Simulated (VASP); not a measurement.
Set up this calculation in VASP 6.6.1, as the native input.

* Task: single point
* Functional: r2SCAN
* Potentials or basis: VASP PAW PBE potentials, release 64 (Ga_d, O)
* Cutoff: 520 eV
* k mesh: 6 × 6 × 6
* Occupations: gaussian, width 0.05 eV
* Spin: no spin polarisation
* Dipole correction: no
* Further INCAR settings: ALGO = Normal; EDIFF = 1e-06; NBANDS = 55

The system is Ga2O3.

```
CELL_PARAMETERS angstrom
2.49230 1.37172 4.45908
-2.49230 1.37172 4.45908
0.00000 -2.94507 4.52383
ATOMIC_POSITIONS crystal
Ga 0.35540 0.35540 0.35540
Ga 0.14460 0.14460 0.14460
Ga 0.64460 0.64460 0.64460
Ga 0.85540 0.85540 0.85540
O 0.55363 0.94637 0.25000
O 0.25000 0.55363 0.94637
O 0.94637 0.25000 0.55363
O 0.44637 0.05363 0.75000
O 0.75000 0.44637 0.05363
O 0.05363 0.75000 0.44637
```

This cell differs from its parent crystal: strain -0.0300 x Voigt [0, 0, 0, 1, 0, 0].

One way to write it, as run:

POSCAR

```
Ga2O3
1.0
    2.4923023535      1.3717214355      4.4590826443
   -2.4923023535      1.3717214355      4.4590826443
    0.0000000000     -2.9450728686      4.5238345589
Ga O
4 6
Direct
    0.3554023483      0.3554023483      0.3554023483
    0.1445976517      0.1445976517      0.1445976517
    0.6445976517      0.6445976517      0.6445976517
    0.8554023483      0.8554023483      0.8554023483
    0.5536262452      0.9463737548      0.2500000000
    0.2500000000      0.5536262452      0.9463737548
    0.9463737548      0.2500000000      0.5536262452
    0.4463737548      0.0536262452      0.7500000000
    0.7500000000      0.4463737548      0.0536262452
    0.0536262452      0.7500000000      0.4463737548
```

INCAR.step1

```
SYSTEM = Ga2O3
ALGO = Normal ; EDIFF = 1E-4
ENCUT = 520 ; GGA = PE
ISMEAR = 0 ; LASPH = .TRUE.
LCHARG = .FALSE. ; LREAL = .FALSE.
LWAVE = .TRUE. ; NBANDS = 55
NELM = 100 ; PREC = Accurate
SIGMA = 0.05
```

INCAR.step2

```
SYSTEM = Ga2O3
ALGO = Normal ; EDIFF = 1E-6
ENCUT = 520 ; ISIF = 2
ISMEAR = 0 ; ISTART = 1
LASPH = .TRUE. ; LCHARG = .FALSE.
LMIXTAU = .TRUE. ; LREAL = .FALSE.
LWAVE = .FALSE. ; METAGGA = R2SCAN
NBANDS = 55 ; NELM = 100
PREC = Accurate ; SIGMA = 0.05
```

KPOINTS

```
k-points
0
G
  6 6 6
  0 0 0
```

Potentials or basis: VASP PAW PBE potentials, release 64 (Ga_d, O).

Launch:

```bash
$ cat potpaw_PBE.64/Ga_d/POTCAR potpaw_PBE.64/O/POTCAR > POTCAR
$ cp INCAR.step1 INCAR
$ mpirun -np 1 vasp_std > vasp.out
$ cp INCAR.step2 INCAR
$ mpirun -np 1 vasp_std > vasp.out
```

It gave:

```yaml
Pressure: 2.1 GPa
Largest_force: 0.233 eV/Å
Band_gap_on_the_k_mesh: 3.52 eV (least direct gap 3.79 eV)
```

Caveat: the cell differs from its parent crystal (strain -0.0300 x Voigt [0, 0, 0, 1, 0, 0]); the PAW data sets were made with another functional, which shifts forces and pressure a little.

Wall time 45 min on 1 thread of Intel Xeon 8259CL, with other jobs on the host, peak memory 0.43 GiB.
